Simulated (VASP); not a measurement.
Here is a VASP 6.6.1 calculation.

INCAR

```
SYSTEM = Cd
  PREC = Accurate
  ENCUT = 600
  EDIFF = 1E-7
  ISMEAR = 0
  SIGMA = 0.1
  LREAL = .False.
  LASPH = .True.
  NELM = 100
  ALGO = Normal
  ISIF = 3
  LWAVE = .False.
  LCHARG = .False.
  GGA = PE
  IBRION = 2
  NSW = 100
  EDIFFG = -0.01
```

File KPOINTS:

```
regular mesh
0
Gamma
  18 18 18
  0 0 0
```

Contents of POSCAR:

```
Cd
1.0
    2.2445686247      1.2959022997      1.4741022273
   -2.2445686247      1.2959022997      1.4741022273
    0.0000000000     -2.5918045994      1.4741022273
Cd
1
Direct
    0.5000000000      0.5000000000      0.5000000000
```

Potentials or basis: VASP PAW PBE potentials, release 64 (Cd).

Run with:

```console
$ cat potpaw_PBE.64/Cd/POTCAR > POTCAR
$ mpirun -np 1 vasp_std > vasp.out
```

(1) Estimate the band gap on the k mesh.

(2) What does it give for the relaxed volume?

(3) Predict the space group after relaxing (to 0.05 Å).

(4) Predict the relaxed cell.

## Answers

(1) zero (band 6 reaches 5.71 eV, above the bottom of band 7 at 1.23 eV).

(2) 23.55 Å³/atom.

(3) R-3m (No. 166).

(4) a = 3.115 Å, b = 3.115 Å, c = 3.115 Å, α = 109.14°, β = 109.14°, γ = 109.14°.
